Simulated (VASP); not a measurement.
Wanted: the native input for a VASP 6.6.1 run.

- Task: single point
- Functional: PBEsol
- Potentials or basis: VASP PAW PBE potentials, release 64 (Si, Ge_d)
- Cutoff: 520 eV
- k mesh: 6 × 6 × 6
- Occupations: gaussian, width 0.03 eV
- Spin: no spin polarisation
- Dipole correction: no
- Further INCAR settings: ALGO = Normal; EDIFF = 1e-07; NBANDS = 31

The structure of Si7Ge lies in POSCAR:

```
Si7Ge
1.0
    5.3226973898      0.0000000000      0.0000000000
    0.0000000000      5.3226973898      0.0000000000
    0.0000000000      0.0000000000      5.1862179695
Si Ge
7 1
Direct
    0.2525976818      0.2525976818      0.2525976818
    0.0000000000      0.5000000000      0.5000000000
    0.5000000000      0.5000000000      0.0000000000
    0.5000000000      0.0000000000      0.5000000000
    0.7474023182      0.2525976818      0.7474023182
    0.7474023182      0.7474023182      0.2525976818
    0.2525976818      0.7474023182      0.7474023182
    0.0000000000      0.0000000000      0.0000000000
```

This cell differs from its parent crystal: strain -0.025 along x and y, -0.050 along z.

These files were run (other wordings do the same):

INCAR

```
ALGO = Normal ; EDIFF = 1E-7
ENCUT = 520 ; GGA = PS
ISIF = 2 ; ISMEAR = 0
LASPH = True ; LCHARG = False
LREAL = False ; LWAVE = False
NBANDS = 31 ; NELM = 100
PREC = Accurate ; SIGMA = 0.03
```

KPOINTS

```
k-points
0
Gamma
  6 6 6
```

Potentials or basis: VASP PAW PBE potentials, release 64 (Si, Ge_d).

Command:

```console
$ cat potpaw_PBE.64/Si/POTCAR potpaw_PBE.64/Ge_d/POTCAR > POTCAR
$ mpirun -np 1 vasp_std > vasp.out
```

Results of the run:

```yaml
Pressure: 11.5 GPa
Largest_force: 0.013 eV/Å
Band_gap_on_the_k_mesh: 0.06 eV, direct
```

Caveat: the cell differs from its parent crystal (strain -0.025 along x and y, -0.050 along z); the PAW data sets were made with another functional, which shifts forces and pressure a little.

Wall time 78 s on 1 thread of Intel(R) Xeon(R) 6975P-C (Granite Rapids), with other jobs on the host, peak memory 0.33 GiB.
